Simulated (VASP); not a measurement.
# Si (Fm-3m) in VASP: a series of runs

Aim: see how the results for Si move with the level of theory and the settings. Levels: LDA, RPBE, PBE+D4, revPBE+D3(BJ). Tasks: single point, relaxation of cell and atoms.

Program: VASP 6.6.1. These are calculated values, not measurements. Logs are shortened: lines on timing, memory, paths and dates and some standing lists are left out, and cuts for length are marked.

### Step 1. The cell of the first run

It takes space group Fm-3m (No. 225, cubic). Conventional cell: a = 3.820 Å, b = 3.820 Å, c = 3.820 Å, α = 90.00°, β = 90.00°, γ = 90.00°. Si (site symmetry m-3m) has 12 Si at 2.70 Å within 3.6 Å.

### Step 2. Single point, LDA

The input, INCAR:

```
SYSTEM = Si
  PREC = Accurate
  ENCUT = 520
  EDIFF = 1E-6
  ISMEAR = -1
  SIGMA = 0.15
  LREAL = .FALSE.
  LASPH = .TRUE.
  NELM = 100
  ALGO = Normal
  ISIF = 2
  LWAVE = .FALSE.
  LCHARG = .FALSE.
  GGA = CA
  NBANDS = 8
```

The input, KPOINTS:

```
regular mesh
0
G
  17 17 17
  0 0 0
```

The input, POSCAR:

```
Si
1.0
    0.0000000000      1.9101030821      1.9101030821
    1.9101030821      0.0000000000      1.9101030821
    1.9101030821      1.9101030821      0.0000000000
Si
1
Direct
    0.0000000000      0.0000000000      0.0000000000
```

Potentials or basis: VASP PAW LDA potentials, release 64 (Si).

Started as:

```bash
$ cat potpaw_LDA.64/Si/POTCAR > POTCAR
$ mpirun -np 1 vasp_std > vasp.out
```

OUTCAR:

```text
SYSTEM = Si
   PREC = Accurate
   ENCUT = 520
   EDIFF = 1E-6
   ISMEAR = -1
   LREAL = .FALSE.
   LASPH = .TRUE.
   NELM = 100
   ISIF = 2
   GGA = CA

 ion  position               nearest neighbor table
   1  0.000  0.000  0.000-

  LATTYP: Found a face centered cubic cell.
 ALAT       =     3.8202061642

  Lattice vectors:

 A1 = (   0.0000000000,   1.9101030821,   1.9101030821)
 A2 = (   1.9101030821,   0.0000000000,   1.9101030821)
 A3 = (   1.9101030821,   1.9101030821,   0.0000000000)

Analysis of symmetry for initial positions (statically):
=====================================================================
 Subroutine PRICEL returns:
 Original cell was already a primitive cell.

 Routine SETGRP: Setting up the symmetry group for a
 face centered cubic supercell.

 Subroutine GETGRP returns: Found 48 space group operations
 (whereof 48 operations were pure point group operations)
 out of a pool of 48 trial point group operations.

The static configuration has the point symmetry O_h .

Analysis of symmetry for dynamics (positions and initial velocities):
=====================================================================
 Subroutine PRICEL returns:
 Original cell was already a primitive cell.

 Routine SETGRP: Setting up the symmetry group for a
 face centered cubic supercell.

 Subroutine GETGRP returns: Found 48 space group operations
 (whereof 48 operations were pure point group operations)
 out of a pool of 48 trial point group operations.

The dynamic configuration has the point symmetry O_h .

 Subroutine INISYM returns: Found 48 space group operations
 (whereof 48 operations are pure point group operations),
 and found     1 'primitive' translations

----------------------------------------------------------------------------------------

                                     Primitive cell

  volume of cell :      13.9380

  direct lattice vectors                    reciprocal lattice vectors
     0.000000000  1.910103082  1.910103082    -0.261765977  0.261765977  0.261765977
     1.910103082  0.000000000  1.910103082     0.261765977 -0.261765977  0.261765977
     1.910103082  1.910103082  0.000000000     0.261765977  0.261765977 -0.261765977

  length of vectors
     2.701293684  2.701293684  2.701293684     0.453391972  0.453391972  0.453391972

  position of ions in fractional coordinates (direct lattice)
     0.000000000  0.000000000  0.000000000

[... 69 lines left out ...]
   ISPIN  =      1    spin polarized calculation?
   LNONCOLLINEAR =      F non collinear calculations
   LSORBIT =      F    spin-orbit coupling
   LASPH  =      T    aspherical Exc in radial PAW
   ENCUT  =  520.0 eV  38.22 Ry    6.18 a.u.   5.02  5.02  5.02*2*pi/ulx,y,z
   NELM   =    100;   NELMIN=  2; NELMDL= -5     # of ELM steps
   EDIFF  = 0.1E-05   stopping-criterion for ELM
   LREAL  =      F    real-space projection
   EDIFFG = 0.1E-04   stopping-criterion for IOM
   NSW    =      0    number of steps for IOM
   IBRION =     -1    ionic relax: 0-MD 1-quasi-New 2-CG
   NFREE  =      0    steps in history (QN), initial steepest desc. (CG)
   ISIF   =      2    stress and relaxation
   ISYM   =      2    0-nonsym 1-usesym 2-fastsym
   POTIM  = 0.5000    time-step for ionic-motion
   TEBEG  =    0.0;   TEEND  =   0.0 temperature during run
   PSTRESS=    0.0 pullay stress
   NELECT =       4.0000    total number of electrons
   NUPDOWN=      -1.0000    fix difference up-down
   EMIN   =  10.00;   EMAX   =-10.00  energy-range for DOS
   EFERMI =   0.00;   METHOD = LEGACY
   ISMEAR =    -1;   SIGMA  =   0.15  broadening in eV -4-tet -1-fermi 0-gaus
   EFERMI_NEDOS =   21; number of points for ismear=-14 and -15
   IALGO  =     38    algorithm
   IMIX   =      4    mixing-type and parameters
     AMIX     =   0.40;   BMIX     =  1.00
     AMIX_MAG =   1.60;   BMIX_MAG =  1.00
  volume/ion in A,a.u.               =      13.94        94.06
  Fermi-wavevector in a.u.,A,eV,Ry     =   1.079845  2.040611 15.865276  1.166065
  Thomas-Fermi vector in A             =   2.215820
   LORBIT       =      0    0 simple, 1 ext, 2 COOP (PROOUT), +10 PAW based schemes
   GGA     = CA    functional components
   LHFCALC =     F    Hartree Fock is set to
   AEXX    =    0.0000 exact exchange contribution
   IVDW    =     0    specifies the selected vdW correction
   LEPSILON=     F    determine dielectric tensor
   LRPA    =     F    only Hartree local field effects (RPA)
 non-spin polarized calculation
  energy-cutoff  :      520.00
  volume of cell :       13.94
 maximum number of plane-waves:       385
   NGX =  9   NGY =  9   NGZ =  9

 number of electron       4.0000000 magnetization

 Free energy of the ion-electron system (eV)
  ---------------------------------------------------
  ext. energy  EPLUGINS =         0.00000000
  ---------------------------------------------------
  free energy    TOTEN  =        -5.52374989 eV

  energy without entropy =       -5.49015068  energy(sigma->0) =       -5.50695028

 E-fermi :  10.6795     XC(G=0): -11.4163

 val. band max:       10.6130445042   @ k =   0.4118   0.3529   0.0000
 cond. band min:      10.7539138302   @ k =  -0.2941   0.4118   0.1765
 fundamental gap:      0.1408693260
 Fermi energy:        10.6794650447

 k-point     1 :       0.0000    0.0000    0.0000
  band No.  band energies     occupation
      1      -4.1098      2.00000
      2      22.0524      0.00000
      3      22.0524      0.00000
      4      22.0524      0.00000
      5      22.6900      0.00000
      6      22.6900      0.00000
      7      22.6900      0.00000
      8      28.2815      0.00000
[... 243 lines left out ...]
 k-point    24 :      -0.1176    0.0588    0.0000
  band No.  band energies     occupation
      1      -3.4579      2.00000
      2      16.8053      0.00000
      3      18.7003      0.00000
      4      21.6847      0.00000
      5      23.7238      0.00000
      6      24.5272      0.00000
      7      25.6906      0.00000
      8      26.8567      0.00000

 [... further k-points ...]
[... 5 lines left out ...]
  --------------------------------------------------------------------------------------
  -------------------------------------------------------------------------------------
  Total        0.0056916      0.0056916      0.0056916     -0.0000000      0.0000000      0.0000000
  in kB        0.6542484      0.6542484      0.6542484     -0.0000000      0.0000000      0.0000000
  external PRESSURE =       0.6542484 kB  Pullay stress =       0.0000000 kB

 VOLUME and BASIS-vectors are now :
 -----------------------------------------------------------------------------
  energy-cutoff  :      520.00
  volume of cell :       13.94
      direct lattice vectors                 reciprocal lattice vectors
     0.000000000  1.910103082  1.910103082    -0.261765977  0.261765977  0.261765977
     1.910103082  0.000000000  1.910103082     0.261765977 -0.261765977  0.261765977
     1.910103082  1.910103082  0.000000000     0.261765977  0.261765977 -0.261765977

 POSITION                                       TOTAL-FORCE (eV/Angst)
 -----------------------------------------------------------------------------------
      0.00000      0.00000      0.00000        -0.000000      0.000000      0.000000
 -----------------------------------------------------------------------------------
    total drift:                                0.000000      0.000000     -0.000000

  FREE ENERGIE OF THE ION-ELECTRON SYSTEM (eV)
  ---------------------------------------------------
  free  energy   TOTEN  =        -5.5237498869 eV

  energy  without entropy=       -5.4901506806  energy(sigma->0) =       -5.50695028
```

stdout:

```text
POSCAR found type information on POSCAR Si
 POSCAR found :  1 types and       1 ions
 scaLAPACK will be used
 LDA part: xc-table for (Slater(with rela. corr.)+CA(PZ))
 , standard interpolation
 POSCAR, INCAR and KPOINTS ok, starting setup
 FFT: planning ... GRIDC
 FFT: planning ... GRID_SOFT
 FFT: planning ... GRID
 WAVECAR not read
 entering main loop
```

Wall time 7.1 s (1 thread of Intel Xeon Platinum 8488C (Sapphire Rapids), shared host); peak memory 0.12 GiB.

Results:

```
Free energy            : -5.5237 eV
Pressure               : 0.1 GPa
Band gap on the k mesh : zero (band 2 reaches 22.05 eV, above the bottom of band 3 at 7.57 eV)
```

### Step 3. Single point, RPBE

This run uses another cell than the first one, of 14.69 Å³/atom, 1.054 times its volume.

The input, INCAR:

```
PREC     = Accurate       # precision mode
ENCUT    = 520            # plane-wave cutoff, eV
EDIFF    = 1E-6           # SCF threshold, eV
ISMEAR   = -1             # smearing method
SIGMA    = 0.15           # smearing width, eV
LREAL    = F              # projectors in reciprocal space
LASPH    = T              # aspherical terms in the spheres
NELM     = 60             # most SCF steps
ALGO     = Normal         # electronic algorithm
ISIF     = 2              # what is computed and relaxed
LWAVE    = F              # write WAVECAR
LCHARG   = F              # write CHGCAR
GGA      = RP             # functional
NBANDS   = 8              # bands
```

The input, KPOINTS:

```
Automatic mesh
0
Gamma
  17 17 17
```

The input, POSCAR:

```
Si
1.0
    0.0000000000      1.9440692212      1.9440692212
    1.9440692212      0.0000000000      1.9440692212
    1.9440692212      1.9440692212      0.0000000000
Si
1
Direct
    0.0000000000      0.0000000000      0.0000000000
```

Potentials or basis: VASP PAW PBE potentials, release 64 (Si).

Started as:

```bash
$ cat potpaw_PBE.64/Si/POTCAR > POTCAR
$ mpirun -np 1 vasp_std > vasp.out
```

OUTCAR:

```text
PREC = Accurate
   ENCUT = 520
   EDIFF = 1E-6
   ISMEAR = -1
   LREAL = F
   LASPH = T
   NELM = 60
   ISIF = 2
   GGA = RP

 ion  position               nearest neighbor table
   1  0.000  0.000  0.000-

  LATTYP: Found a face centered cubic cell.
 ALAT       =     3.8881384424

  Lattice vectors:

 A1 = (   0.0000000000,   1.9440692212,   1.9440692212)
 A2 = (   1.9440692212,   0.0000000000,   1.9440692212)
 A3 = (   1.9440692212,   1.9440692212,   0.0000000000)

Analysis of symmetry for initial positions (statically):
=====================================================================
 Subroutine PRICEL returns:
 Original cell was already a primitive cell.

 Routine SETGRP: Setting up the symmetry group for a
 face centered cubic supercell.

 Subroutine GETGRP returns: Found 48 space group operations
 (whereof 48 operations were pure point group operations)
 out of a pool of 48 trial point group operations.

The static configuration has the point symmetry O_h .

Analysis of symmetry for dynamics (positions and initial velocities):
=====================================================================
 Subroutine PRICEL returns:
 Original cell was already a primitive cell.

 Routine SETGRP: Setting up the symmetry group for a
 face centered cubic supercell.

 Subroutine GETGRP returns: Found 48 space group operations
 (whereof 48 operations were pure point group operations)
 out of a pool of 48 trial point group operations.

The dynamic configuration has the point symmetry O_h .

 Subroutine INISYM returns: Found 48 space group operations
 (whereof 48 operations are pure point group operations),
 and found     1 'primitive' translations

----------------------------------------------------------------------------------------

                                     Primitive cell

  volume of cell :      14.6949

  direct lattice vectors                    reciprocal lattice vectors
     0.000000000  1.944069221  1.944069221    -0.257192488  0.257192488  0.257192488
     1.944069221  0.000000000  1.944069221     0.257192488 -0.257192488  0.257192488
     1.944069221  1.944069221  0.000000000     0.257192488  0.257192488 -0.257192488

  length of vectors
     2.749329059  2.749329059  2.749329059     0.445470457  0.445470457  0.445470457

  position of ions in fractional coordinates (direct lattice)
     0.000000000  0.000000000  0.000000000

  ion indices of the primitive-cell ions
   primitive index   ion index
                 1           1

----------------------------------------------------------------------------------------

 KPOINTS: Automatic mesh

Automatic generation of k-mesh.
 Grid dimensions read from file:
 generate k-points for:   17   17   17

 Generating k-lattice:

  Cartesian coordinates                     Fractional coordinates (reciprocal lattice)
    -0.015128970  0.015128970  0.015128970     0.058823529  0.000000000  0.000000000
     0.015128970 -0.015128970  0.015128970     0.000000000  0.058823529  0.000000000
     0.015128970  0.015128970 -0.015128970     0.000000000  0.000000000  0.058823529

  Length of vectors
     0.026204145  0.026204145  0.026204145

  Shift w.r.t. Gamma in fractional coordinates (k-lattice)
     0.000000000  0.000000000  0.000000000

 Subroutine IBZKPT returns following result:
 ===========================================

 Found    165 irreducible k-points:

 Following reciprocal coordinates:
            Coordinates               Weight
  0.000000  0.000000  0.000000      1.000000
  0.058824  0.000000  0.000000      8.000000
  0.117647  0.000000  0.000000      8.000000
  0.176471  0.000000  0.000000      8.000000
  0.235294  0.000000  0.000000      8.000000
  0.294118  0.000000  0.000000      8.000000
[... 16 lines left out ...]
 -0.176471  0.058824  0.000000     24.000000
 -0.117647  0.058824  0.000000     24.000000
 [... further k-points ...]
   k-points           NKPTS =    165   k-points in BZ     NKDIM =    165   number of bands    NBANDS=      8
   number of dos      NEDOS =    301   number of ions     NIONS =      1
   total plane-waves  NPLWV =   8000
   dimension x,y,z NGX =    20 NGY =   20 NGZ =   20
   dimension x,y,z NGXF=    40 NGYF=   40 NGZF=   40
   ions per type =               1
   NGX,Y,Z   is equivalent  to a cutoff of  12.09, 12.09, 12.09 a.u.
   NGXF,Y,Z  is equivalent  to a cutoff of  24.19, 24.19, 24.19 a.u.
 SYSTEM =  unknown system
   PREC   = accura    normal or accurate (medium, high low for compatibility)
   ISTART =      0    job   : 0-new  1-cont  2-samecut
   ICHARG =      2    charge: 1-file 2-atom 10-const
   ISPIN  =      1    spin polarized calculation?
   LNONCOLLINEAR =      F non collinear calculations
   LSORBIT =      F    spin-orbit coupling
   LASPH  =      T    aspherical Exc in radial PAW
   ENCUT  =  520.0 eV  38.22 Ry    6.18 a.u.   5.11  5.11  5.11*2*pi/ulx,y,z
   NELM   =     60;   NELMIN=  2; NELMDL= -5     # of ELM steps
   EDIFF  = 0.1E-05   stopping-criterion for ELM
   LREAL  =      F    real-space projection
   EDIFFG = 0.1E-04   stopping-criterion for IOM
   NSW    =      0    number of steps for IOM
   IBRION =     -1    ionic relax: 0-MD 1-quasi-New 2-CG
   NFREE  =      0    steps in history (QN), initial steepest desc. (CG)
   ISIF   =      2    stress and relaxation
   ISYM   =      2    0-nonsym 1-usesym 2-fastsym
   POTIM  = 0.5000    time-step for ionic-motion
   TEBEG  =    0.0;   TEEND  =   0.0 temperature during run
   PSTRESS=    0.0 pullay stress
   NELECT =       4.0000    total number of electrons
   NUPDOWN=      -1.0000    fix difference up-down
   EMIN   =  10.00;   EMAX   =-10.00  energy-range for DOS
   EFERMI =   0.00;   METHOD = LEGACY
   ISMEAR =    -1;   SIGMA  =   0.15  broadening in eV -4-tet -1-fermi 0-gaus
   EFERMI_NEDOS =   21; number of points for ismear=-14 and -15
   IALGO  =     38    algorithm
   IMIX   =      4    mixing-type and parameters
     AMIX     =   0.40;   BMIX     =  1.00
     AMIX_MAG =   1.60;   BMIX_MAG =  1.00
  volume/ion in A,a.u.               =      14.69        99.17
  Fermi-wavevector in a.u.,A,eV,Ry     =   1.060978  2.004958 15.315733  1.125675
  Thomas-Fermi vector in A             =   2.196378
   LORBIT       =      0    0 simple, 1 ext, 2 COOP (PROOUT), +10 PAW based schemes
   GGA     = RP    functional components
   LHFCALC =     F    Hartree Fock is set to
   AEXX    =    0.0000 exact exchange contribution
   IVDW    =     0    specifies the selected vdW correction
   LEPSILON=     F    determine dielectric tensor
   LRPA    =     F    only Hartree local field effects (RPA)
 non-spin polarized calculation
  energy-cutoff  :      520.00
  volume of cell :       14.69
 maximum number of plane-waves:       411
   NGX = 11   NGY = 11   NGZ = 11

 number of electron       4.0000000 magnetization

 Free energy of the ion-electron system (eV)
  ---------------------------------------------------
  ext. energy  EPLUGINS =         0.00000000
  ---------------------------------------------------
  free energy    TOTEN  =        -4.60972312 eV

  energy without entropy =       -4.57537943  energy(sigma->0) =       -4.59255128

 E-fermi :  10.0807     XC(G=0): -11.1217

 val. band max:       10.0511963728   @ k =  -0.1765   0.2941   0.1176
 cond. band min:      10.1276691856   @ k =   0.4706   0.3529   0.0588
 fundamental gap:      0.0764728127
 Fermi energy:        10.0806573842

 k-point     1 :       0.0000    0.0000    0.0000
  band No.  band energies     occupation
      1      -4.2707      2.00000
      2      21.0884      0.00000
      3      21.0884      0.00000
      4      21.0884      0.00000
      5      21.8504      0.00000
      6      21.8504      0.00000
      7      21.8504      0.00000
      8      27.1502      0.00000

 k-point     2 :       0.0588    0.0000    0.0000
  band No.  band energies     occupation
      1      -4.1709      2.00000
      2      19.2735      0.00000
      3      20.5200      0.00000
      4      20.5200      0.00000
      5      22.5422      0.00000
      6      22.5422      0.00000
      7      22.8039      0.00000
      8      27.9616      0.00000
[... 221 lines left out ...]
 k-point    23 :      -0.1765    0.0588    0.0000
  band No.  band energies     occupation
      1      -3.0762      2.00000
      2      13.5939      0.00000
      3      17.3849      0.00000
      4      20.2256      0.00000
      5      23.1286      0.00000
      6      23.6010      0.00000
      7      24.6191      0.00000
      8      25.7281      0.00000

 k-point    24 :      -0.1176    0.0588    0.0000
  band No.  band energies     occupation
      1      -3.6393      2.00000
      2      16.0487      0.00000
      3      17.8786      0.00000
      4      20.7562      0.00000
      5      22.8245      0.00000
      6      23.5367      0.00000
      7      24.7032      0.00000
      8      25.8937      0.00000

 [... further k-points ...]
[... 5 lines left out ...]
  --------------------------------------------------------------------------------------
  -------------------------------------------------------------------------------------
  Total       -0.0393975     -0.0393975     -0.0393975      0.0000000      0.0000000     -0.0000000
  in kB       -4.2955014     -4.2955014     -4.2955014      0.0000000      0.0000000     -0.0000000
  external PRESSURE =      -4.2955014 kB  Pullay stress =       0.0000000 kB

 VOLUME and BASIS-vectors are now :
 -----------------------------------------------------------------------------
  energy-cutoff  :      520.00
  volume of cell :       14.69
      direct lattice vectors                 reciprocal lattice vectors
     0.000000000  1.944069221  1.944069221    -0.257192488  0.257192488  0.257192488
     1.944069221  0.000000000  1.944069221     0.257192488 -0.257192488  0.257192488
     1.944069221  1.944069221  0.000000000     0.257192488  0.257192488 -0.257192488

 POSITION                                       TOTAL-FORCE (eV/Angst)
 -----------------------------------------------------------------------------------
      0.00000      0.00000      0.00000         0.000000      0.000000      0.000000
 -----------------------------------------------------------------------------------
    total drift:                                0.000000      0.000000     -0.000000

  FREE ENERGIE OF THE ION-ELECTRON SYSTEM (eV)
  ---------------------------------------------------
  free  energy   TOTEN  =        -4.6097231209 eV

  energy  without entropy=       -4.5753794342  energy(sigma->0) =       -4.59255128
```

Run time: 7.3 s. Hardware: 1 thread of Intel Xeon Platinum 8488C (Sapphire Rapids), shared host; peak memory 0.13 GiB.

Results:

- Free energy: -4.6097 eV
- Pressure: -0.4 GPa
- Band gap on the k mesh: zero (band 2 reaches 21.09 eV, above the bottom of band 3 at 7.13 eV)

Levels at points of the mesh, in eV from the Fermi level:
```tsv
k point	band 1	band 2	band 3	band 4	band 5
(0.00, 0.00, 0.00)	-14.35	11.01	11.01	11.01	11.77
```

Caveat: the PAW data sets were made with another functional, which shifts forces and pressure a little.

(Continued in part 2 of 2.)
